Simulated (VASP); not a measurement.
# Co2HgSe2 (I4/mmm) in VASP: notebook, part 2 of 2

VASP 6.6.1.

**3. Single point, PBE**

Input file INCAR:

```
SYSTEM = Co2HgSe2
  PREC = Accurate
  ENCUT = 520
  EDIFF = 1E-7
  ISMEAR = -1
  SIGMA = 0.0167
  LREAL = .False.
  LASPH = .True.
  NELM = 60
  ALGO = Normal
  ISIF = 2
  LWAVE = .False.
  LCHARG = .False.
  GGA = PE
  NBANDS = 29
```

Input file KPOINTS:

```
Automatic mesh
0
Gamma
  5 5 5
  0 0 0
```

Input file POSCAR:

```
Co2HgSe2
1.0
    0.0000000000      3.6362510092     -0.0000001384
    3.6362510092      0.0000000000     -0.0000001384
    1.8181251694      1.8181251694     -8.8032106838
Hg Se Co
1 2 2
Direct
    0.0000000000      0.0000000000      0.0000000000
    0.3311405807      0.3311405807      0.3377188387
    0.6688594193      0.6688594193      0.6622811613
    0.7500000000      0.2500000000      0.5000000000
    0.2500000000      0.7500000000      0.5000000000
```

Potentials or basis: VASP PAW PBE potentials, release 64 (Hg, Se, Co).

Command:

```bash
> cat potpaw_PBE.64/Hg/POTCAR potpaw_PBE.64/Se/POTCAR potpaw_PBE.64/Co/POTCAR > POTCAR
> mpirun -np 1 vasp_std > vasp.out
```

OUTCAR:

```text
SYSTEM = Co2HgSe2
   PREC = Accurate
   ENCUT = 520
   EDIFF = 1E-7
   ISMEAR = -1
   LREAL = .False.
   LASPH = .True.
   NELM = 60
   ISIF = 2
   GGA = PE

 ion  position               nearest neighbor table
   1  0.000  0.000  0.000-
   2  0.331  0.331  0.338-   4 2.31   5 2.31   5 2.31   4 2.31
   3  0.669  0.669  0.662-   4 2.31   5 2.31   5 2.31   4 2.31
   4  0.750  0.250  0.500-   2 2.31   3 2.31   2 2.31   3 2.31   5 2.57   5 2.57   5 2.57   5 2.57

   5  0.250  0.750  0.500-   2 2.31   3 2.31   2 2.31   3 2.31   4 2.57   4 2.57   4 2.57   4 2.57

  LATTYP: Found a body centered tetragonal cell.
 ALAT       =     3.6362510092
 C/A-ratio  =     4.8419157661

  Lattice vectors:

 A1 = (  -1.8181251694,   1.8181258398,   8.8032105454)
 A2 = (   1.8181258398,  -1.8181251694,   8.8032105454)
 A3 = (   1.8181251694,   1.8181251694,  -8.8032106838)

Analysis of symmetry for initial positions (statically):
=====================================================================
 Subroutine PRICEL returns:
 Original cell was already a primitive cell.

[... 167 lines left out ...]
 E-fermi :   3.2759     XC(G=0):  -9.3761

 val. band max:        3.1926623619   @ k =  -0.4000   0.2000   0.0000
 cond. band min:       3.2806060836   @ k =   0.0000   0.0000   0.2000
 fundamental gap:      0.0879437217
 Fermi energy:         3.2758925349

 k-point     1 :       0.0000    0.0000    0.0000
  band No.  band energies     occupation
      1     -11.5983      2.00000
      2     -10.6765      2.00000
      3      -2.9085      2.00000
      4      -2.8056      2.00000
      5      -2.6433      2.00000
      6      -2.3181      2.00000
[... 565 lines left out ...]
     28       9.2300      0.00000
     29       9.8407      0.00000

------------------------ aborting loop because EDIFF is reached ----------------------------------------

  FORCE on cell =-STRESS in cart. coord.  units (eV):
  Direction    XX          YY          ZZ          XY          YZ          ZX
  --------------------------------------------------------------------------------------
  -------------------------------------------------------------------------------------
  Total        0.0420310      0.0420310      0.0570784      0.0000000      0.0000000      0.0000000
  in kB        0.5785371      0.5785371      0.7856576      0.0000000      0.0000000      0.0000000
  external PRESSURE =       0.6475773 kB  Pullay stress =       0.0000000 kB

 VOLUME and BASIS-vectors are now :
 -----------------------------------------------------------------------------
  energy-cutoff  :      520.00
  volume of cell :      116.40
      direct lattice vectors                 reciprocal lattice vectors
     0.000000000  3.636251009 -0.000000138     0.000000002  0.275008520  0.056797450
     3.636251009  0.000000000 -0.000000138     0.275008520  0.000000002  0.056797450
     1.818125169  1.818125169 -8.803210684    -0.000000004 -0.000000004 -0.113594920

 POSITION                                       TOTAL-FORCE (eV/Angst)
 -----------------------------------------------------------------------------------
      0.00000      0.00000      0.00000         0.000000     -0.000000      0.000000
      1.81813      1.81813     -2.97301         0.000000      0.000000      0.020920
      3.63625      3.63625     -5.83020        -0.000000     -0.000000     -0.020920
      1.81813      3.63625     -4.40161        -0.000000     -0.000000     -0.000000
      3.63625      1.81813     -4.40161         0.000000      0.000000      0.000000
 -----------------------------------------------------------------------------------
    total drift:                                0.000000      0.000000     -0.000000

  FREE ENERGIE OF THE ION-ELECTRON SYSTEM (eV)
  ---------------------------------------------------
  free  energy   TOTEN  =       -22.3089528868 eV

  energy  without entropy=      -22.3077705527  energy(sigma->0) =      -22.30836172
```

OSZICAR:

```text
N       E                     dE             d eps       ncg     rms          rms(c)
DAV:   1     0.330994718764E+03    0.33099E+03   -0.18611E+04  1044   0.143E+03
DAV:   2     0.672316264798E+01   -0.32427E+03   -0.30872E+03  1064   0.331E+02
DAV:   3    -0.232412336890E+02   -0.29964E+02   -0.29015E+02  1240   0.115E+02
DAV:   4    -0.241802206687E+02   -0.93899E+00   -0.93520E+00  1199   0.199E+01
DAV:   5    -0.241985584121E+02   -0.18338E-01   -0.18335E-01  1269   0.302E+00    0.151E+01
DAV:   6    -0.270749613217E+02   -0.28764E+01   -0.33328E+01  1276   0.743E+01    0.200E+01
DAV:   7    -0.223191692142E+02    0.47558E+01   -0.26107E+01  1272   0.740E+01    0.456E+00
DAV:   8    -0.223449750487E+02   -0.25806E-01   -0.14972E+00  1122   0.654E+00    0.194E+00
DAV:   9    -0.223096890735E+02    0.35286E-01   -0.12049E-01  1285   0.438E+00    0.412E-01
DAV:  10    -0.223089877725E+02    0.70130E-03   -0.17112E-02  1094   0.801E-01    0.291E-01
DAV:  11    -0.223089826780E+02    0.50945E-05   -0.12634E-03  1357   0.284E-01    0.113E-01
DAV:  12    -0.223089555143E+02    0.27164E-04   -0.36329E-04  1243   0.186E-01    0.445E-02
DAV:  13    -0.223089543320E+02    0.11823E-05   -0.14943E-04  1573   0.128E-01    0.300E-02
DAV:  14    -0.223089513625E+02    0.29695E-05   -0.32337E-05  1188   0.357E-02    0.744E-03
DAV:  15    -0.223089529361E+02   -0.15736E-05   -0.26104E-06  1177   0.943E-03    0.501E-03
DAV:  16    -0.223089532631E+02   -0.32701E-06   -0.16812E-06  1561   0.120E-02    0.309E-03
DAV:  17    -0.223089529858E+02    0.27728E-06   -0.25507E-07  1076   0.480E-03    0.115E-03
DAV:  18    -0.223089528868E+02    0.99052E-07   -0.78495E-08   696   0.194E-03
   1 F= -.22308953E+02 E0= -.22308362E+02  d E =-.118233E-02
```

It took 39 s on 1 thread of Intel Xeon 6975P-C (Granite Rapids), shared host; peak memory 0.25 GiB.

Results:

| Quantity | Value |
| --- | --- |
| Free energy | -22.3090 eV |
| Pressure | 0.1 GPa |
| Largest force | 0.021 eV/Å |
| Band gap on the k mesh | zero (bands 21 and 22 overlap by 1.12 eV) |

Forces in eV/Å, atoms in the order of the input:
```
Hg   0.000  0.000  0.000
Se   0.000  0.000  0.021
Se   0.000  0.000 -0.021
Co   0.000  0.000  0.000
Co   0.000  0.000  0.000
```

Caveat: spin-orbit coupling is left out, which moves the levels of the heavy elements; the run has no spin polarisation, though such a crystal can be magnetic.

**4. Single point, PBE+U**

This run uses another cell than the first one, of 23.00 Å³/atom.

Input file INCAR:

```
SYSTEM = Co2HgSe2
ALGO = Normal
EDIFF = 1E-7
ENCUT = 520
GGA = PE
ISIF = 2
ISMEAR = -1
LASPH = .True.
LCHARG = .False.
LDAU = .True.
LDAUJ = 0 0 0
LDAUL = -1 -1 2
LDAUPRINT = 1
LDAUTYPE = 2
LDAUU = 0 0 1
LMAXMIX = 4
LREAL = .False.
LWAVE = .False.
NBANDS = 29
NELM = 150
PREC = Accurate
SIGMA = 0.005
```

Input file KPOINTS:

```
k-points
0
Gamma
  5 5 5
  0 0 0
```

Input file POSCAR:

```
Co2HgSe2
1.0
    0.0000000000      3.6315195443     -0.0000001383
    3.6315195443      0.0000000000     -0.0000001383
    1.8157594402      1.8157594402     -8.7207362549
Hg Se Co
1 2 2
Direct
    0.0000000000      0.0000000000      0.0000000000
    0.3317987697      0.3317987697      0.3364024606
    0.6682012303      0.6682012303      0.6635975394
    0.7500000000      0.2500000000      0.5000000000
    0.2500000000      0.7500000000      0.5000000000
```

Command:

```bash
> cat potpaw_PBE.64/Hg/POTCAR potpaw_PBE.64/Se/POTCAR potpaw_PBE.64/Co/POTCAR > POTCAR
> mpirun -np 1 vasp_std > vasp.out
```

Run time: 42 s. Hardware: 1 thread of Intel Xeon 6975P-C (Granite Rapids), shared host; peak memory 0.25 GiB.

It converged, with:

| Property | Result |
| --- | --- |
| Free energy | -20.4535 eV |
| Pressure | -0.3 GPa |
| Largest force | 0.055 eV/Å |
| Band gap on the k mesh | zero (bands 21 and 22 overlap by 1.17 eV) |

Forces in eV/Å, atoms in the order of the input:
```
Hg   0.000  0.000  0.000
Se   0.000  0.000 -0.055
Se   0.000  0.000  0.055
Co   0.000  0.000  0.000
Co   0.000  0.000  0.000
```

Stress tensor (GPa, compression positive):
```
-0.31  0.00  0.00
 0.00 -0.31  0.00
 0.00  0.00 -0.17
```

Levels at points of the mesh, in eV from the Fermi level:
```tsv
k point	band 16	band 17	band 18	band 19	band 20	band 21	band 22	band 23	band 24	band 25
(0.00, 0.00, 0.00)	-1.51	-1.25	-0.84	-0.55	-0.55	-0.48	0.00	1.55	1.55	3.34
```

Eigenvalues of the final occupation matrices:
| site | spin | trace | eigenvalues |
| --- | --- | --- | --- |
| site 4 d | 1 | 3.75 | 0.66 0.75 0.75 0.77 0.83 |
| site 4 d | 2 | 3.75 | 0.66 0.75 0.75 0.77 0.83 |
| site 5 d | 1 | 3.75 | 0.66 0.75 0.75 0.77 0.83 |
| site 5 d | 2 | 3.75 | 0.66 0.75 0.75 0.77 0.83 |

Caveat: spin-orbit coupling is left out, which moves the levels of the heavy elements; the run has no spin polarisation, though such a crystal can be magnetic; U without spin polarisation on a metal has little footing.

**5. The runs side by side**

```tsv
level	U	cell	smearing	gap on the mesh (eV)	pressure (GPa)	largest force (eV/Å)
PBE	-	a = 3.636, b = 3.636, c = 9.178 Å, angles 78.6, 78.6, 90.0°, 5 atoms, atomic positions A	fermi-dirac 0.0167 eV	none	0.1	0.02
PBE	-	a = 3.636, b = 3.636, c = 9.171 Å, angles 78.6, 78.6, 90.0°, 5 atoms, atomic positions B	fermi-dirac 0.0167 eV	none	0.1	0.02
PBE+U	Co d U = 1.0 eV	a = 3.632, b = 3.632, c = 9.091 Å, angles 78.5, 78.5, 90.0°, 5 atoms, atomic positions C	fermi-dirac 0.005 eV	none	-0.3	0.06
```

Alike in all rows: task single point; potentials or basis VASP PAW PBE potentials, release 64 (Hg, Se, Co); no spin polarisation; k mesh 5 × 5 × 5; cutoff (eV) 520.

Caveats: spin-orbit coupling is left out, which moves the levels of the heavy elements; the run has no spin polarisation, though such a crystal can be magnetic; U without spin polarisation on a metal has little footing (at least some runs).

Absolute energies hang on the potentials; compare differences alone.

The gap in the log of VASP goes by the Fermi energy; the results here count the filled bands.